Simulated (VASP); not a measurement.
Input of a VASP 6.6.1 run:

The input INCAR:

```
  PREC = Accurate
  ENCUT = 520
  EDIFF = 1E-6
  ISMEAR = 0
  SIGMA = 0.1
  LREAL = F
  LASPH = T
  NELM = 100
  ALGO = Normal
  ISIF = 2
  LWAVE = F
  LCHARG = F
  GGA = PE
  NBANDS = 48
```

KPOINTS

```
Automatic mesh
0
Gamma
  12 12 8
```

POSCAR

```
Ge5F
1.0
    5.0850707566     -0.0000000029      0.0000000000
   -2.5425353758      4.4038004567      0.0000000000
    0.0000000000      0.0000000000      4.7736642562
Ge F
5 1
Direct
    0.6695441518      0.0000000000      0.5000000000
    0.6666666667      0.3333333333      0.0000000000
    0.3304558482      0.3304558482      0.5000000000
    0.0000000000      0.6695441518      0.5000000000
    0.3333333333      0.6666666667      0.0000000000
    0.0000000000      0.0000000000      0.0000000000
```

Potentials or basis: VASP PAW PBE potentials, release 64 (Ge_d, F).

Launch:

```bash
$ cat potpaw_PBE.64/Ge_d/POTCAR potpaw_PBE.64/F/POTCAR > POTCAR
$ mpirun -np 1 vasp_std > vasp.out
```

(1) Estimate the pressure.

(2) Estimate the band gap on the k mesh.

Answers

(1) 0.0 GPa.

(2) zero (an odd number of electrons rules out a gap without spin polarisation).

Caveat: an odd number of electrons without spin polarisation forces a metal; a magnetic or distorted state may lie lower.
